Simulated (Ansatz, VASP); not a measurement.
## Ag in VASP and in Ansatz

```xyz
3
Lattice="3.9860 0.0000 0.0000 0.0000 3.9860 0.0000 0.0000 0.0000 3.9860" Properties=species:S:1:pos:R:3 pbc="T T T"
Ag    1.9930    0.0000    0.0000
Ag    0.0000    1.9930    0.0000
Ag    0.0000    0.0000    1.9930
```

Alike in both runs: task relaxation of cell and atoms; functional PBE; k mesh 12 × 12 × 12; occupations gaussian, width 0.1 eV; no spin polarisation.

|  | VASP | Ansatz |
| --- | --- | --- |
| version | VASP 6.6.1 | Ansatz 0.2.0 |
| potentials or method | VASP PAW PBE potentials, release 64 (Ag), cutoff 600 eV | scalar-relativistic, plane waves, PAW |
| valence electrons in the cell | 33 | 57 |

```csv
,VASP,Ansatz,Ansatz less VASP
"gap on the k mesh at the Fermi level, each at its own relaxed structure (eV)",none,none,-
relaxed volume (Å³/atom),21.23,21.24,+0.008
relaxed length of the cell vector where the two differ most in proportion (Å),3.994,3.994,+0.0005
```

A gap of «none» marks a metal or a gap that the smearing closes. VASP's potentials hold 33 valence electrons a cell and Ansatz's 57, so a difference there can come from the potentials and not from the codes.
